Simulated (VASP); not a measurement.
# Sr: single point with PBEsol

Sr:

```
Sr
1.0
     4.31000    0.00000    0.00000
    -2.15500    3.73257    0.00000
     0.00000    0.00000    7.05000
Sr
2
Direct
  0.33333 0.66667 0.25000
  0.66667 0.33333 0.75000
```

* Program: VASP 6.6.1
* Task: single point
* Functional: PBEsol
* Potentials or basis: VASP PAW PBE potentials, release 64 (Sr_sv)
* Cutoff: 520 eV
* k mesh: 12 × 12 × 6
* Occupations: gaussian, width 0.05 eV
* Spin: no spin polarisation

```
Pressure               : -0.8 GPa
Band gap on the k mesh : zero (band 10 reaches 1.59 eV, above the bottom of band 11 at 1.30 eV)
```

Levels at points of the mesh, in eV from the Fermi level:
| k point | band 7 | band 8 | band 9 | band 10 | band 11 | band 12 | band 13 | band 14 |
| --- | --- | --- | --- | --- | --- | --- | --- | --- |
| (0.00, 0.00, 0.00) | -18.53 | -18.53 | -3.64 | -1.16 | 0.00 | 2.23 | 2.24 | 2.24 |
| (0.50, 0.00, 0.00) | -18.57 | -18.56 | -1.15 | -0.57 | 0.07 | 0.23 | 1.25 | 1.81 |
| (0.00, 0.00, 0.50) | -18.54 | -18.54 | -2.72 | -2.72 | 1.23 | 1.23 | 2.23 | 2.23 |
| (0.50, 0.00, 0.50) | -18.58 | -18.58 | -0.82 | -0.82 | 0.20 | 0.20 | 1.29 | 1.29 |

Wall time 68 s on 1 thread of AMD EPYC 7R13 Processor (Zen 3) (shared host), peak memory 0.26 GiB.

Caveat: the PAW data sets were made with another functional, which shifts forces and pressure a little.
